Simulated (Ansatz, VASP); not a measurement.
Given: the input of a run of Ansatz 0.2.0 on Zr.

The input input.yaml:

```yaml
crystal:
  lattice:
    - [3.232, 0.0, 0.0]
    - [-1.616, 2.798994105, 0.0]
    - [0.0, 0.0, 5.147]
  atoms:
    - { symbol: Zr, position: [0.6666666667, 0.3333333333, 0.75] }
    - { symbol: Zr, position: [0.3333333333, 0.6666666667, 0.25] }
kpoints:
  mp_grid: { grid: [9, 9, 5] }
scf:
  occupations: { method: fermi_dirac, width: 0.05 }
hamiltonian:
  xc: lda
  pseudopotentials: { kind: all_electron, lapw: { basis_error: 0.001 } }
output:
  forces: true
  stress: true
relax:
  f_tol: 0.005
  max_steps: 60
  cell: {}
```

Potentials or basis: all-electron LAPW, scalar-relativistic.

Launch:

```sh
$ ansatz run input.yaml --threads 1 --pin off --max-ram 3072MiB --backend cpu --events-out ev --progress --plain --runs-dir out
```

Problem. Set up the same calculation for VASP 6.6.1. Potentials there: VASP PAW LDA potentials, release 64 (Zr_sv).

Solution. As run (the cutoff follows the program's own potentials):

Contents of INCAR:

```
SYSTEM = Zr
PREC = Accurate
ENCUT = 600
EDIFF = 1E-6
ISMEAR = -1
SIGMA = 0.05
LREAL = .FALSE.
LASPH = .TRUE.
NELM = 60
ALGO = Normal
ISIF = 3
LWAVE = .FALSE.
LCHARG = .FALSE.
GGA = CA
IBRION = 2
NSW = 80
EDIFFG = -0.005
```

The input KPOINTS:

```
regular mesh
0
G
  9 9 5
  0 0 0
```

POSCAR

```
Zr
1.0
    3.2320000000      0.0000000000      0.0000000000
   -1.6160000000      2.7989941050      0.0000000000
    0.0000000000      0.0000000000      5.1470000000
Zr
2
Direct
    0.6666666667      0.3333333333      0.7500000000
    0.3333333333      0.6666666667      0.2500000000
```

Potentials or basis: VASP PAW LDA potentials, release 64 (Zr_sv).

Run with:

```bash
$ cat potpaw_LDA.64/Zr_sv/POTCAR > POTCAR
$ mpirun -np 1 vasp_std > vasp.out
```

Both were run:

|  | VASP | Ansatz | Ansatz less VASP |
| --- | --- | --- | --- |
| relaxed volume (Å³/atom) | 21.81 | 21.80 | -0.013 |
| relaxed cell length with the largest relative difference (Å) | 5.093 | 5.089 | -0.0039 |

LDA's correlation is that of Perdew and Zunger in VASP and of Perdew and Wang (1992) in Ansatz. Ansatz ran all-electron here, and VASP with PAW potentials.
